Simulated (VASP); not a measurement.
# SnSe in VASP: notebook

Runs on SnSe. Level: LDA. Tasks: single point.

All numbers are computed with VASP 6.6.1; they aren't measurements. Logs are shortened: lines on timing, memory, paths and dates and some standing lists are left out, and cuts for length are marked.

### 1 The cell of the first run

The cell holds a slab with vacuum, 4 atoms: a = 4.350 Å, b = 4.350 Å, c = 10.991 Å, α = 90.00°, β = 90.00°, γ = 90.00°.

### 2 Single point, LDA (strain +0.0150 x Voigt [1, 1, 0, 0, 0, 0])

INCAR

```
SYSTEM = SnSe
  ALGO = Normal
  EDIFF = 1E-7
  ENCUT = 520
  GGA = CA
  ISIF = 2
  ISMEAR = 0
  LASPH = .TRUE.
  LCHARG = .FALSE.
  LREAL = .FALSE.
  LWAVE = .FALSE.
  NBANDS = 28
  NELM = 100
  PREC = Accurate
  SIGMA = 0.05
```

KPOINTS

```
k-points
0
G
  6 6 4
  0 0 0
```

POSCAR

```
SnSe
1.0
    4.3496073304      0.0000000000      0.0000000000
    0.0000000000      4.3496073304      0.0000000000
    0.0000000000      0.0000000000     10.9906921300
Sn Se
2 2
Direct
    0.5000000000      0.0000000000      0.3722291100
    0.0000000000      0.5000000000      0.6277708900
    0.5000000000      0.0000000000      0.6160394900
    0.0000000000      0.5000000000      0.3839605100
```

Potentials or basis: VASP PAW LDA potentials, release 64 (Sn_d, Se).

Run with:

```
cat potpaw_LDA.64/Sn_d/POTCAR potpaw_LDA.64/Se/POTCAR > POTCAR
mpirun -np 1 vasp_std > vasp.out
```

OUTCAR:

```text
SYSTEM = SnSe
   EDIFF = 1E-7
   ENCUT = 520
   GGA = CA
   ISIF = 2
   ISMEAR = 0
   LASPH = .TRUE.
   LREAL = .FALSE.
   NELM = 100
   PREC = Accurate

 ion  position               nearest neighbor table
   1  0.500  0.000  0.372-   3 2.68   4 3.08   4 3.08   4 3.08   4 3.08
   2  0.000  0.500  0.628-   4 2.68   3 3.08   3 3.08   3 3.08   3 3.08
   3  0.500  0.000  0.616-   1 2.68   2 3.08   2 3.08   2 3.08   2 3.08
   4  0.000  0.500  0.384-   2 2.68   1 3.08   1 3.08   1 3.08   1 3.08

  LATTYP: Found a simple tetragonal cell.
 ALAT       =     4.3496073304
 C/A-ratio  =     2.5268239855

  Lattice vectors:

 A1 = (   4.3496073304,   0.0000000000,   0.0000000000)
 A2 = (   0.0000000000,   4.3496073304,   0.0000000000)
 A3 = (   0.0000000000,   0.0000000000,  10.9906921300)

Analysis of symmetry for initial positions (statically):
=====================================================================
 Subroutine PRICEL returns:
 Original cell was already a primitive cell.

 Routine SETGRP: Setting up the symmetry group for a
 simple tetragonal supercell.

 Subroutine GETGRP returns: Found 16 space group operations
 (whereof  8 operations were pure point group operations)
 out of a pool of 16 trial point group operations.

The static configuration has the point symmetry D_2d.
 The point group associated with its full space group is D_4h.

Analysis of symmetry for dynamics (positions and initial velocities):
=====================================================================
 Subroutine PRICEL returns:
 Original cell was already a primitive cell.

 Routine SETGRP: Setting up the symmetry group for a
 simple tetragonal supercell.

 Subroutine GETGRP returns: Found 16 space group operations
 (whereof  8 operations were pure point group operations)
 out of a pool of 16 trial point group operations.

The dynamic configuration has the point symmetry D_2d.
 The point group associated with its full space group is D_4h.

 Subroutine INISYM returns: Found 16 space group operations
 (whereof  8 operations are pure point group operations),
 and found     1 'primitive' translations

----------------------------------------------------------------------------------------

                                     Primitive cell

[... 90 lines left out ...]
   LSORBIT =      F    spin-orbit coupling
   LASPH  =      T    aspherical Exc in radial PAW
   ENCUT  =  520.0 eV  38.22 Ry    6.18 a.u.   8.09  8.09 20.44*2*pi/ulx,y,z
   NELM   =    100;   NELMIN=  2; NELMDL= -5     # of ELM steps
   EDIFF  = 0.1E-06   stopping-criterion for ELM
   LREAL  =      F    real-space projection
   EDIFFG = 0.1E-05   stopping-criterion for IOM
   NSW    =      0    number of steps for IOM
   IBRION =     -1    ionic relax: 0-MD 1-quasi-New 2-CG
   NFREE  =      0    steps in history (QN), initial steepest desc. (CG)
   ISIF   =      2    stress and relaxation
   ISYM   =      2    0-nonsym 1-usesym 2-fastsym
   POTIM  = 0.5000    time-step for ionic-motion
   TEBEG  =    0.0;   TEEND  =   0.0 temperature during run
   PSTRESS=    0.0 pullay stress
   NELECT =      40.0000    total number of electrons
   NUPDOWN=      -1.0000    fix difference up-down
   EMIN   =  10.00;   EMAX   =-10.00  energy-range for DOS
   EFERMI =   0.00;   METHOD = LEGACY
   ISMEAR =     0;   SIGMA  =   0.05  broadening in eV -4-tet -1-fermi 0-gaus
   EFERMI_NEDOS =   21; number of points for ismear=-14 and -15
   IALGO  =     38    algorithm
   IMIX   =      4    mixing-type and parameters
     AMIX     =   0.40;   BMIX     =  1.00
     AMIX_MAG =   1.60;   BMIX_MAG =  1.00
  volume/ion in A,a.u.               =      51.98       350.80
  Fermi-wavevector in a.u.,A,eV,Ry     =   0.945046  1.785879 12.151535  0.893113
  Thomas-Fermi vector in A             =   2.072910
   LORBIT       =      0    0 simple, 1 ext, 2 COOP (PROOUT), +10 PAW based schemes
   GGA     = CA    functional components
   LHFCALC =     F    Hartree Fock is set to
   AEXX    =    0.0000 exact exchange contribution
   IVDW    =     0    specifies the selected vdW correction
   LEPSILON=     F    determine dielectric tensor
   LRPA    =     F    only Hartree local field effects (RPA)
 non-spin polarized calculation
 Gauss-broadening in eV      SIGMA  =   0.05
  energy-cutoff  :      520.00
  volume of cell :      207.93
 maximum number of plane-waves:      5664
   NGX = 17   NGY = 17   NGZ = 41

 number of electron      40.0000003 magnetization

 Free energy of the ion-electron system (eV)
  ---------------------------------------------------
  ext. energy  EPLUGINS =         0.00000000
  ---------------------------------------------------
  free energy    TOTEN  =       -18.34872426 eV

  energy without entropy =      -18.34872426  energy(sigma->0) =      -18.34872426

 E-fermi :   0.4505     XC(G=0):  -6.1551

 val. band max:        0.1453351784   @ k =   0.3333   0.0000   0.5000
 cond. band min:       1.5904781405   @ k =   0.3333   0.0000   0.5000
 fundamental gap:      1.4451429622
 Fermi energy:         0.4504861225

 k-point     1 :       0.0000    0.0000    0.0000
  band No.  band energies     occupation
      1     -20.7708      2.00000
      2     -20.7657      2.00000
      3     -20.7652      2.00000
      4     -20.7586      2.00000
      5     -20.7510      2.00000
      6     -20.7259      2.00000
[... 733 lines left out ...]
     27       6.5681      0.00000
     28       6.5681      0.00000

 [... further k-points ...]

------------------------ aborting loop because EDIFF is reached ----------------------------------------

  FORCE on cell =-STRESS in cart. coord.  units (eV):
  Direction    XX          YY          ZZ          XY          YZ          ZX
  --------------------------------------------------------------------------------------
  -------------------------------------------------------------------------------------
  Total       -3.4080493     -3.4080493     -1.0341916      0.0000000      0.0000000      0.0000000
  in kB      -26.2597930    -26.2597930     -7.9686806      0.0000000      0.0000000      0.0000000
  external PRESSURE =     -20.1627556 kB  Pullay stress =       0.0000000 kB

 VOLUME and BASIS-vectors are now :
 -----------------------------------------------------------------------------
  energy-cutoff  :      520.00
  volume of cell :      207.93
      direct lattice vectors                 reciprocal lattice vectors
     4.349607330  0.000000000  0.000000000     0.229905811  0.000000000  0.000000000
     0.000000000  4.349607330  0.000000000     0.000000000  0.229905811  0.000000000
     0.000000000  0.000000000 10.990692130     0.000000000  0.000000000  0.090986081

 POSITION                                       TOTAL-FORCE (eV/Angst)
 -----------------------------------------------------------------------------------
      2.17480      0.00000      4.09106        -0.000000     -0.000000      0.299482
      0.00000      2.17480      6.89964         0.000000      0.000000     -0.299482
      2.17480      0.00000      6.77070        -0.000000     -0.000000     -0.065042
      0.00000      2.17480      4.21999         0.000000      0.000000      0.065042
 -----------------------------------------------------------------------------------
    total drift:                                0.000000      0.000000      0.000000

  FREE ENERGIE OF THE ION-ELECTRON SYSTEM (eV)
  ---------------------------------------------------
  free  energy   TOTEN  =       -18.3487242622 eV

  energy  without entropy=      -18.3487242622  energy(sigma->0) =      -18.34872426
```

It took 3.8 min on 1 thread of Intel Xeon 8259CL, shared host; peak memory 0.33 GiB.

What came out:

* Free energy: -18.3487 eV
* Largest force: 0.299 eV/Å
* Band gap on the k mesh: 1.45 eV

Forces on the atoms (eV/Å):
```
Sn   0.000  0.000  0.299
Sn   0.000  0.000 -0.299
Se   0.000  0.000 -0.065
Se   0.000  0.000  0.065
```

Caveat: the cell differs from its parent crystal (strain +0.0150 x Voigt [1, 1, 0, 0, 0, 0]); spin-orbit coupling is left out, which moves the levels of the heavy elements.

### 3 Single point, LDA (strain +0.0175 x Voigt [1, 1, 0, 0, 0, 0])

INCAR

```
PREC     = Accurate       # precision mode
ENCUT    = 520            # plane-wave cutoff, eV
EDIFF    = 1E-6           # SCF threshold, eV
ISMEAR   = 0              # smearing method
SIGMA    = 0.05           # smearing width, eV
LREAL    = F              # projectors in reciprocal space
LASPH    = T              # aspherical terms in the spheres
NELM     = 80             # most SCF steps
ALGO     = Normal         # electronic algorithm
ISIF     = 2              # what is computed and relaxed
LWAVE    = F              # write WAVECAR
LCHARG   = F              # write CHGCAR
NBANDS   = 28             # bands
```

KPOINTS

```
regular mesh
0
Gamma
  6 6 4
```

Changes to POSCAR since step 2:

```diff
@@ -2,4 +2,4 @@
 1.0
-    4.3496073304      0.0000000000      0.0000000000
-    0.0000000000      4.3496073304      0.0000000000
+    4.3603206489      0.0000000000      0.0000000000
+    0.0000000000      4.3603206489      0.0000000000
     0.0000000000      0.0000000000     10.9906921300
```

Potentials or basis: VASP PAW LDA potentials, release 64 (Sn_d, Se).

Run with:

```
cat potpaw_LDA.64/Sn_d/POTCAR potpaw_LDA.64/Se/POTCAR > POTCAR
mpirun -np 1 vasp_std > vasp.out
```

Run time: 4 min. Hardware: 1 thread of Intel Xeon 8259CL, shared host; peak memory 0.33 GiB.

Results (log left out):

- Free energy: -18.3316 eV
- Largest force: 0.313 eV/Å
- Band gap on the k mesh: 1.44 eV

Forces in eV/Å, atoms in the order of the input:
```
Sn   0.000  0.000  0.313
Sn   0.000  0.000 -0.313
Se   0.000  0.000 -0.072
Se   0.000  0.000  0.072
```

Levels at points of the mesh, in eV from the valence-band top:
```csv
k point,band 17,band 18,band 19,band 20,band 21,band 22,band 23,band 24
"(0.00, 0.00, 0.00)",-2.74,-1.41,-1.41,-0.16,1.82,3.97,3.97,4.22
"(0.50, 0.00, 0.00)",-1.29,-1.29,-0.20,-0.20,1.54,1.54,2.14,2.14
"(0.50, 0.50, 0.00)",-2.82,-2.82,-1.48,-1.48,3.79,3.79,4.76,4.76
"(0.00, 0.00, 0.50)",-2.74,-1.41,-1.41,-0.16,1.68,3.97,4.22,4.22
"(0.50, 0.00, 0.50)",-1.29,-1.29,-0.20,-0.20,1.54,1.54,2.14,2.14
"(0.50, 0.50, 0.50)",-2.82,-2.82,-1.48,-1.48,3.75,3.75,4.74,4.74
```

Caveat: the cell differs from its parent crystal (strain +0.0175 x Voigt [1, 1, 0, 0, 0, 0]); spin-orbit coupling is left out, which moves the levels of the heavy elements.

(Continued in part 2 of 2.)
